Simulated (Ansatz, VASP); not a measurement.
Given: the input of a run of Ansatz 0.2.0 on InP.

File input.yaml:

```yaml
crystal:
  lattice:
    - [0.0, 2.9305, 2.9305]
    - [2.9305, 0.0, 2.9305]
    - [2.9305, 2.9305, 0.0]
  atoms:
    - { symbol: In, position: [0.0, 0.0, 0.0] }
    - { symbol: P, position: [0.75, 0.75, 0.75] }
hamiltonian:
  xc: pbesol
  pseudopotentials: { kind: paw }
kpoints:
  mp_grid: { grid: [8, 8, 8] }
scf:
  occupations: { method: gaussian, width: 0.02 }
output:
  forces: true
  stress: true
  eigenvalues: true
```

Potentials or basis: Ansatz PAW.

Run with:

```console
$ ansatz run input.yaml --threads 2 --pin off --max-ram 5632MiB --backend cpu --events-out ev --progress --plain --runs-dir out
```

Question: Translate it to VASP 6.6.1. Potentials there: VASP PAW PBE potentials, release 64 (In, P).

Answer: As run (the cutoff follows the program's own potentials):

File INCAR:

```
PREC = Accurate ; ENCUT = 500
EDIFF = 1E-7 ; ISMEAR = 0
SIGMA = 0.02 ; LREAL = False
LASPH = True ; NELM = 60
ALGO = Fast ; ISIF = 2
LWAVE = False ; LCHARG = True
GGA = PS ; LELF = True
LVHAR = True ; NBANDS = 11
```

Contents of KPOINTS:

```
Automatic mesh
0
Gamma
  8 8 8
```

POSCAR

```
InP
4.1444
    0.000000000000      0.707098735643      0.707098735643
    0.707098735643      0.000000000000      0.707098735643
    0.707098735643      0.707098735643      0.000000000000
In P
1 1
Direct
    0.0000000000      0.0000000000      0.0000000000
    0.7500000000      0.7500000000      0.7500000000
```

Potentials or basis: VASP PAW PBE potentials, release 64 (In, P).

The run is started by

```sh
$ cat potpaw_PBE.64/In/POTCAR potpaw_PBE.64/P/POTCAR > POTCAR
$ mpirun -np 1 vasp_std > vasp.out
```

Both were run:

|  | VASP | Ansatz | Ansatz less VASP |
| --- | --- | --- | --- |
| gap on the k mesh at the Fermi level (eV) | 0.68 | 0.62 | -0.063 |
| least direct gap on the mesh (eV) | 0.68 | 0.62 | -0.063 |
| pressure (GPa) | 2.6 | 0.6 | -2.04 |

VASP's potentials were made for PBE, not for PBEsol. VASP's potentials hold 8 valence electrons a cell and Ansatz's 18, so a difference there can come from the potentials and not from the codes.
